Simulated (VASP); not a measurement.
# LiCl in VASP: notebook

The runs below take LiCl through single point, with PBE, r2SCAN, HSE06.

All numbers are computed with VASP 6.6.1; they aren't measurements. Logs are shortened: lines on timing, memory, paths and dates and some standing lists are left out, and cuts for length are marked.

**1. The cell of the first run**

The structure is tetragonal, space group P4/mmm (No. 123). The conventional cell has a = 3.434 Å, b = 3.434 Å, c = 3.271 Å, α = 90.00°, β = 90.00°, γ = 90.00°. Within 3.9 Å of Li (site symmetry 4/mmm) lie 8 Cl at 2.93 Å and 6 Li at 3.27 to 3.43 Å. Within 3.9 Å of Cl (site symmetry 4/mmm) lie 8 Li at 2.93 Å and 6 Cl at 3.27 to 3.43 Å.

**2. Single point, PBE (biaxial xy strain +5.0%)**

The input, INCAR:

```
ALGO = Normal
EDIFF = 1E-7
ENCUT = 520
GGA = PE
ISIF = 2
ISMEAR = -1
LASPH = True
LCHARG = True
LELF = True
LREAL = False
LVHAR = True
LWAVE = False
NBANDS = 12
NELM = 80
PREC = Accurate
SIGMA = 0.02
```

The input, KPOINTS:

```
k-points
0
Gamma
  8 8 8
```

The input, POSCAR:

```
LiCl
1.0
    3.4340255319      0.0000000000      0.0000000000
    0.0000000000      3.4340255319      0.0000000000
    0.0000000000      0.0000000000      3.2711235777
Li Cl
1 1
Direct
    0.0000000000      0.0000000000      0.0000000000
    0.5000000000      0.5000000000      0.5000000000
```

Potentials or basis: VASP PAW PBE potentials, release 64 (Li_sv, Cl).

The run is started by

```bash
$ cat potpaw_PBE.64/Li_sv/POTCAR potpaw_PBE.64/Cl/POTCAR > POTCAR
$ mpirun -np 1 vasp_std > vasp.out
```

OUTCAR:

```text
EDIFF = 1E-7
   ENCUT = 520
   GGA = PE
   ISIF = 2
   ISMEAR = -1
   LASPH = True
   LREAL = False
   NELM = 80
   PREC = Accurate

 ion  position               nearest neighbor table
   1  0.000  0.000  0.000-
   2  0.500  0.500  0.500-

  LATTYP: Found a simple tetragonal cell.
 ALAT       =     3.4340255319
 C/A-ratio  =     0.9525623928

  Lattice vectors:

 A1 = (   3.4340255319,   0.0000000000,   0.0000000000)
 A2 = (   0.0000000000,   3.4340255319,   0.0000000000)
 A3 = (   0.0000000000,   0.0000000000,   3.2711235777)

Analysis of symmetry for initial positions (statically):
=====================================================================
 Subroutine PRICEL returns:
 Original cell was already a primitive cell.

 Routine SETGRP: Setting up the symmetry group for a
 simple tetragonal supercell.

 Subroutine GETGRP returns: Found 16 space group operations
 (whereof 16 operations were pure point group operations)
 out of a pool of 16 trial point group operations.

The static configuration has the point symmetry D_4h.

Analysis of symmetry for dynamics (positions and initial velocities):
=====================================================================
 Subroutine PRICEL returns:
 Original cell was already a primitive cell.

 Routine SETGRP: Setting up the symmetry group for a
 simple tetragonal supercell.

 Subroutine GETGRP returns: Found 16 space group operations
 (whereof 16 operations were pure point group operations)
 out of a pool of 16 trial point group operations.

The dynamic configuration has the point symmetry D_4h.

 Subroutine INISYM returns: Found 16 space group operations
 (whereof 16 operations are pure point group operations),
 and found     1 'primitive' translations

----------------------------------------------------------------------------------------

                                     Primitive cell

  volume of cell :      38.5748

  direct lattice vectors                    reciprocal lattice vectors
     3.434025532  0.000000000  0.000000000     0.291203426  0.000000000  0.000000000
     0.000000000  3.434025532  0.000000000     0.000000000  0.291203426  0.000000000
     0.000000000  0.000000000  3.271123578     0.000000000  0.000000000  0.305705357

  length of vectors
     3.434025532  3.434025532  3.271123578     0.291203426  0.291203426  0.305705357

  position of ions in fractional coordinates (direct lattice)
     0.000000000  0.000000000  0.000000000
     0.500000000  0.500000000  0.500000000

  ion indices of the primitive-cell ions
   primitive index   ion index
                 1           1
                 2           2

----------------------------------------------------------------------------------------

 KPOINTS: k-points

Automatic generation of k-mesh.
 Grid dimensions read from file:
 generate k-points for:    8    8    8

 Generating k-lattice:

  Cartesian coordinates                     Fractional coordinates (reciprocal lattice)
     0.036400428  0.000000000  0.000000000     0.125000000  0.000000000  0.000000000
     0.000000000  0.036400428  0.000000000     0.000000000  0.125000000  0.000000000
     0.000000000  0.000000000  0.038213170     0.000000000  0.000000000  0.125000000

  Length of vectors
     0.036400428  0.036400428  0.038213170

  Shift w.r.t. Gamma in fractional coordinates (k-lattice)
     0.000000000  0.000000000  0.000000000

 Subroutine IBZKPT returns following result:
 ===========================================

 Found     75 irreducible k-points:

 Following reciprocal coordinates:
            Coordinates               Weight
  0.000000  0.000000  0.000000      1.000000
  0.125000  0.000000  0.000000      4.000000
  0.250000  0.000000  0.000000      4.000000
  0.375000  0.000000  0.000000      4.000000
  0.500000  0.000000  0.000000      2.000000
  0.125000  0.125000  0.000000      4.000000
[... 16 lines left out ...]
  0.375000  0.125000  0.125000     16.000000
  0.500000  0.125000  0.125000      8.000000
 [... further k-points ...]
   k-points           NKPTS =     75   k-points in BZ     NKDIM =     75   number of bands    NBANDS=     12
   number of dos      NEDOS =    301   number of ions     NIONS =      2
   total plane-waves  NPLWV =  18816
   dimension x,y,z NGX =    28 NGY =   28 NGZ =   24
   dimension x,y,z NGXF=    56 NGYF=   56 NGZF=   48
   ions per type =               1   1
   NGX,Y,Z   is equivalent  to a cutoff of  13.56, 13.56, 12.20 a.u.
   NGXF,Y,Z  is equivalent  to a cutoff of  27.11, 27.11, 24.39 a.u.
 SYSTEM =  unknown system
   PREC   = accura    normal or accurate (medium, high low for compatibility)
   ISTART =      0    job   : 0-new  1-cont  2-samecut
   ICHARG =      2    charge: 1-file 2-atom 10-const
   ISPIN  =      1    spin polarized calculation?
   LNONCOLLINEAR =      F non collinear calculations
   LSORBIT =      F    spin-orbit coupling
   LASPH  =      T    aspherical Exc in radial PAW
   ENCUT  =  520.0 eV  38.22 Ry    6.18 a.u.   6.39  6.39  6.08*2*pi/ulx,y,z
   NELM   =     80;   NELMIN=  2; NELMDL= -5     # of ELM steps
   EDIFF  = 0.1E-06   stopping-criterion for ELM
   LREAL  =      F    real-space projection
   EDIFFG = 0.1E-05   stopping-criterion for IOM
   NSW    =      0    number of steps for IOM
   IBRION =     -1    ionic relax: 0-MD 1-quasi-New 2-CG
   NFREE  =      0    steps in history (QN), initial steepest desc. (CG)
   ISIF   =      2    stress and relaxation
   ISYM   =      2    0-nonsym 1-usesym 2-fastsym
   POTIM  = 0.5000    time-step for ionic-motion
   TEBEG  =    0.0;   TEEND  =   0.0 temperature during run
   PSTRESS=    0.0 pullay stress
   NELECT =      10.0000    total number of electrons
   NUPDOWN=      -1.0000    fix difference up-down
   EMIN   =  10.00;   EMAX   =-10.00  energy-range for DOS
   EFERMI =   0.00;   METHOD = LEGACY
   ISMEAR =    -1;   SIGMA  =   0.02  broadening in eV -4-tet -1-fermi 0-gaus
   EFERMI_NEDOS =   21; number of points for ismear=-14 and -15
   IALGO  =     38    algorithm
   IMIX   =      4    mixing-type and parameters
     AMIX     =   0.40;   BMIX     =  1.00
     AMIX_MAG =   1.60;   BMIX_MAG =  1.00
  volume/ion in A,a.u.               =      19.29       130.16
  Fermi-wavevector in a.u.,A,eV,Ry     =   1.043855  1.972600 14.825360  1.089633
  Thomas-Fermi vector in A             =   2.178582
   LORBIT       =      0    0 simple, 1 ext, 2 COOP (PROOUT), +10 PAW based schemes
   GGA     = PE    functional components
   LHFCALC =     F    Hartree Fock is set to
   AEXX    =    0.0000 exact exchange contribution
   IVDW    =     0    specifies the selected vdW correction
   LEPSILON=     F    determine dielectric tensor
   LRPA    =     F    only Hartree local field effects (RPA)
 non-spin polarized calculation
  energy-cutoff  :      520.00
  volume of cell :       38.57
 maximum number of plane-waves:      1056
 NGX is ok and might be reduce to    28
   NGX = 13   NGY = 13   NGZ = 13

 number of electron      10.0000005 magnetization

 Free energy of the ion-electron system (eV)
  ---------------------------------------------------
  ext. energy  EPLUGINS =         0.00000000
  ---------------------------------------------------
  free energy    TOTEN  =        -6.77698288 eV

  energy without entropy =       -6.77698288  energy(sigma->0) =       -6.77698288

 E-fermi :   1.4702     XC(G=0):  -8.2146

 val. band max:        1.0156375956   @ k =   0.5000   0.5000   0.0000
 cond. band min:       4.8285683396   @ k =   0.0000   0.0000   0.0000
 fundamental gap:      3.8129307440
 Fermi energy:         1.4701883378

 k-point     1 :       0.0000    0.0000    0.0000
  band No.  band energies     occupation
      1     -44.6424      2.00000
      2     -13.0168      2.00000
      3      -0.0620      2.00000
      4      -0.0620      2.00000
      5       0.4369      2.00000
      6       4.8286      0.00000
      7       9.3907      0.00000
      8       9.8951      0.00000
      9      13.1707      0.00000
     10      13.1707      0.00000
     11      13.7922      0.00000
     12      16.9451      0.00000

 k-point     2 :       0.1250    0.0000    0.0000
  band No.  band energies     occupation
      1     -44.6422      2.00000
      2     -12.9668      2.00000
      3      -0.5752      2.00000
      4      -0.0099      2.00000
      5       0.4827      2.00000
      6       5.2220      0.00000
      7       9.5957      0.00000
      8      10.0260      0.00000
      9      12.6186      0.00000
     10      13.3544      0.00000
     11      13.3605      0.00000
     12      17.3979      0.00000

 k-point     3 :       0.2500    0.0000    0.0000
  band No.  band energies     occupation
      1     -44.6417      2.00000
      2     -12.8411      2.00000
      3      -1.5557      2.00000
      4       0.1212      2.00000
      5       0.5972      2.00000
      6       5.8838      0.00000
      7       9.8006      0.00000
      8      10.4239      0.00000
      9      11.5937      0.00000
     10      12.4922      0.00000
     11      14.4073      0.00000
     12      17.6327      0.00000

 k-point     4 :       0.3750    0.0000    0.0000
  band No.  band energies     occupation
      1     -44.6413      2.00000
      2     -12.7074      2.00000
      3      -2.3474      2.00000
      4       0.2607      2.00000
      5       0.7178      2.00000
      6       6.3603      0.00000
      7       9.6261      0.00000
      8      10.7754      0.00000
      9      11.0772      0.00000
     10      11.7653      0.00000
     11      15.7442      0.00000
     12      16.7725      0.00000

 k-point     5 :       0.5000    0.0000    0.0000
  band No.  band energies     occupation
      1     -44.6411      2.00000
      2     -12.6495      2.00000
      3      -2.6427      2.00000
      4       0.3212      2.00000
      5       0.7698      2.00000
      6       6.5365      0.00000
      7       9.4949      0.00000
      8      10.4708      0.00000
      9      11.4744      0.00000
     10      11.4906      0.00000
     11      15.0438      0.00000
     12      18.4644      0.00000
[... 228 lines left out ...]
      1     -44.6417      2.00000
      2     -12.8497      2.00000
      3      -0.5359      2.00000
      4      -0.3771      2.00000
      5      -0.0520      2.00000
      6       5.9908      0.00000
      7       9.8439      0.00000
      8      10.2696      0.00000
      9      11.8299      0.00000
     10      13.1201      0.00000
     11      13.3165      0.00000
     12      17.1336      0.00000

 k-point    22 :       0.2500    0.1250    0.1250
  band No.  band energies     occupation
      1     -44.6412      2.00000
      2     -12.7249      2.00000
      3      -1.4200      2.00000
      4      -0.3111      2.00000
      5       0.0786      2.00000
      6       6.7118      0.00000
      7       9.6820      0.00000
      8      10.0772      0.00000
      9      11.6089      0.00000
     10      12.4483      0.00000
     11      14.2937      0.00000
     12      16.7597      0.00000

 k-point    23 :       0.3750    0.1250    0.1250
  band No.  band energies     occupation
      1     -44.6407      2.00000
      2     -12.5924      2.00000
      3      -2.1959      2.00000
      4      -0.1720      2.00000
      5       0.2219      2.00000
      6       7.2646      0.00000
      7       8.9776      0.00000
      8       9.7820      0.00000
      9      11.7864      0.00000
     10      12.2432      0.00000
     11      15.5449      0.00000
     12      17.2722      0.00000

 k-point    24 :       0.5000    0.1250    0.1250
  band No.  band energies     occupation
      1     -44.6405      2.00000
      2     -12.5350      2.00000
      3      -2.4868      2.00000
      4      -0.1113      2.00000
      5       0.2850      2.00000
      6       7.5192      0.00000
      7       8.6058      0.00000
      8       9.5958      0.00000
      9      11.8925      0.00000
     10      12.2718      0.00000
     11      15.7795      0.00000
     12      17.2832      0.00000

 [... further k-points ...]

------------------------ aborting loop because EDIFF is reached ----------------------------------------

  FORCE on cell =-STRESS in cart. coord.  units (eV):
  Direction    XX          YY          ZZ          XY          YZ          ZX
  --------------------------------------------------------------------------------------
  -------------------------------------------------------------------------------------
  Total       -0.9489098     -0.9489098      0.2319908      0.0000000      0.0000000      0.0000000
  in kB      -39.4122756    -39.4122756      9.6355671      0.0000000      0.0000000      0.0000000
  external PRESSURE =     -23.0629947 kB  Pullay stress =       0.0000000 kB

 VOLUME and BASIS-vectors are now :
 -----------------------------------------------------------------------------
  energy-cutoff  :      520.00
  volume of cell :       38.57
      direct lattice vectors                 reciprocal lattice vectors
     3.434025532  0.000000000  0.000000000     0.291203426  0.000000000  0.000000000
     0.000000000  3.434025532  0.000000000     0.000000000  0.291203426  0.000000000
     0.000000000  0.000000000  3.271123578     0.000000000  0.000000000  0.305705357

 POSITION                                       TOTAL-FORCE (eV/Angst)
 -----------------------------------------------------------------------------------
      0.00000      0.00000      0.00000         0.000000      0.000000      0.000000
      1.71701      1.71701      1.63556         0.000000      0.000000      0.000000
 -----------------------------------------------------------------------------------
    total drift:                               -0.000000      0.000000      0.000000

  FREE ENERGIE OF THE ION-ELECTRON SYSTEM (eV)
  ---------------------------------------------------
  free  energy   TOTEN  =        -6.7769828847 eV

  energy  without entropy=       -6.7769828847  energy(sigma->0) =       -6.77698288
```

Run time: 34 s. Hardware: 1 thread of Intel Xeon 8259CL, shared host; peak memory 0.16 GiB.

Results:

```yaml
Free_energy: -6.7770 eV
Band_gap_on_the_k_mesh: 3.81 eV (least direct gap 4.39 eV)
```

Levels at points of the mesh, in eV from the valence-band top:
| k point | band 3 | band 4 | band 5 | band 6 | band 7 | band 8 |
| --- | --- | --- | --- | --- | --- | --- |
| (0.00, 0.00, 0.00) | -1.08 | -1.08 | -0.58 | 3.81 | 8.38 | 8.88 |
| (0.50, 0.00, 0.00) | -3.66 | -0.69 | -0.25 | 5.52 | 8.48 | 9.46 |
| (0.50, 0.50, 0.00) | -3.14 | -3.14 | 0.00 | 4.89 | 9.30 | 9.30 |
| (0.00, 0.00, 0.50) | -3.67 | -0.59 | -0.59 | 5.27 | 8.75 | 9.69 |
| (0.50, 0.00, 0.50) | -3.16 | -2.98 | -0.33 | 5.18 | 8.80 | 9.26 |
| (0.50, 0.50, 0.50) | -2.49 | -2.28 | -2.28 | 5.07 | 5.22 | 5.22 |

Caveat: the cell differs from its parent crystal (biaxial xy strain +5.0%); the cutoff is under 1.25 times the usual one of these potentials, so pressure, stress and relaxed cells hold a basis-set (Pulay) error; the structure was generated, so it needn't be the stable form of LiCl.

**3. Single point, r2SCAN (biaxial xy strain +5.0%)**

POSCAR is that of step 2.

The input, INCAR.step1:

```
  ALGO = Normal
  EDIFF = 1E-4
  ENCUT = 520
  GGA = PE
  ISMEAR = 0
  LASPH = T
  LCHARG = F
  LREAL = F
  LWAVE = T
  NBANDS = 12
  NELM = 100
  PREC = Accurate
  SIGMA = 0.01
```

The input, INCAR.step2:

```
  ALGO = Normal
  EDIFF = 1E-6
  ENCUT = 520
  ISIF = 2
  ISMEAR = 0
  ISTART = 1
  LASPH = T
  LCHARG = F
  LMIXTAU = T
  LREAL = F
  LWAVE = F
  METAGGA = R2SCAN
  NBANDS = 12
  NELM = 100
  PREC = Accurate
  SIGMA = 0.01
```

KPOINTS is that of step 2.

Potentials or basis: VASP PAW PBE potentials, release 64 (Li_sv, Cl).

The run is started by

```bash
$ cat potpaw_PBE.64/Li_sv/POTCAR potpaw_PBE.64/Cl/POTCAR > POTCAR
$ cp INCAR.step1 INCAR
$ mpirun -np 1 vasp_std > vasp.out
$ cp INCAR.step2 INCAR
$ mpirun -np 1 vasp_std > vasp.out
```

Wall time 2 min (1 thread of Intel Xeon 8259CL, shared host); peak memory 0.17 GiB.

It converged, with:

```
Free energy            : -11.9049 eV
Band gap on the k mesh : 4.70 eV (least direct gap 5.30 eV)
```

Levels at points of the mesh, in eV from the valence-band top:
```csv
k point,band 3,band 4,band 5,band 6,band 7,band 8
"(0.00, 0.00, 0.00)",-1.12,-1.12,-0.60,4.70,9.04,9.58
"(0.50, 0.00, 0.00)",-3.71,-0.73,-0.26,6.30,9.56,10.26
"(0.50, 0.50, 0.00)",-3.21,-3.21,0.00,5.64,10.25,10.25
"(0.00, 0.00, 0.50)",-3.72,-0.62,-0.62,6.04,9.84,10.51
"(0.50, 0.00, 0.50)",-3.23,-3.05,-0.34,5.91,9.73,10.20
"(0.50, 0.50, 0.50)",-2.57,-2.36,-2.36,5.69,5.84,5.84
```

Caveat: the cell differs from its parent crystal (biaxial xy strain +5.0%); the cutoff is under 1.25 times the usual one of these potentials, so pressure, stress and relaxed cells hold a basis-set (Pulay) error; the structure was generated, so it needn't be the stable form of LiCl; the PAW data sets were made with another functional, which shifts forces and pressure a little.

[end of part 1 of 2]
